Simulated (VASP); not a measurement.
A run of VASP 6.6.1 is set up as follows.

INCAR

```
SYSTEM = Be2H
PREC = Accurate ; ENCUT = 600
EDIFF = 1E-7 ; ISMEAR = 0
SIGMA = 0.1 ; LREAL = .False.
LASPH = .True. ; NELM = 60
ALGO = Normal ; ISIF = 3
LWAVE = .False. ; LCHARG = .False.
GGA = PE ; IBRION = 2
NSW = 90 ; EDIFFG = -0.04
```

Contents of KPOINTS:

```
regular mesh
0
Gamma
  4 4 6
  0 0 0
```

File POSCAR:

```
Be2H
1.0
    3.8404379700      0.0000000000      0.0000000000
    0.0000000000      3.8404379700      0.0000000000
    0.0000000000      0.0000000000      3.0974666800
Be H
4 2
Direct
    0.2500000000      0.7500000000      0.0000000000
    0.7500000000      0.2500000000      0.0000000000
    0.7500000000      0.7500000000      0.0000000000
    0.2500000000      0.2500000000      0.0000000000
    0.5000000000      0.0000000000      0.3949940100
    0.0000000000      0.5000000000      0.6050059900
```

Potentials or basis: VASP PAW PBE potentials, release 64 (Be, H).

Command:

```sh
$ cat potpaw_PBE.64/Be/POTCAR potpaw_PBE.64/H/POTCAR > POTCAR
$ mpirun -np 1 vasp_std > vasp.out
```

(1) Estimate the relaxed volume.

(2) Estimate the band gap on the k mesh.

(3) Estimate the space group after relaxing (to 0.1 Å).

## Answers

(1) 8.70 Å³/atom.

(2) zero (bands 5 and 6 overlap by 5.57 eV).

(3) P4/nmm (No. 129).

Caveat: the k points lie up to 0.39 Å⁻¹ apart in the final cell, too coarse for converged energies and pressures of a metal.
